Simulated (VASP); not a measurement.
Ti2Ga3Cu3Si8, 16 atoms in the cell. The typed cell holds 16 atoms: a = 6.798 Å, b = 6.901 Å, c = 6.632 Å, α = 104.86°, β = 112.28°, γ = 111.71°. 

```yaml
Program: VASP 6.6.1
Task: single point
Functional: PBE
Potentials_or_basis: VASP PAW PBE potentials, release 64 (Si, Ti_sv, Cu, Ga_d)
Cutoff: 520 eV
k_mesh: 3 × 3 × 3
Occupations: gaussian, width 0.1 eV
Spin: no spin polarisation
Dipole_correction: no
Further_INCAR_settings: LREAL = Auto; ALGO = Normal; EDIFF = 1e-06; NBANDS = 78; ISYM = 0
```

Potentials or basis: VASP PAW PBE potentials, release 64 (Si, Ti_sv, Cu, Ga_d).

Run with:

```sh
$ cat potpaw_PBE.64/Si/POTCAR potpaw_PBE.64/Ti_sv/POTCAR potpaw_PBE.64/Cu/POTCAR potpaw_PBE.64/Ga_d/POTCAR > POTCAR
$ mpirun -np 1 vasp_std > vasp.out
```

Hardware: 1 thread of Oxide Virtual Turin-like Processor (shared host).

**Question.** How long does it take, and how much memory?

**Answer.** It took 16 min on 1 thread of Oxide Virtual Turin-like Processor, with other jobs on the host, peak memory 0.43 GiB. Counts: scf iterations 18, k points 14.
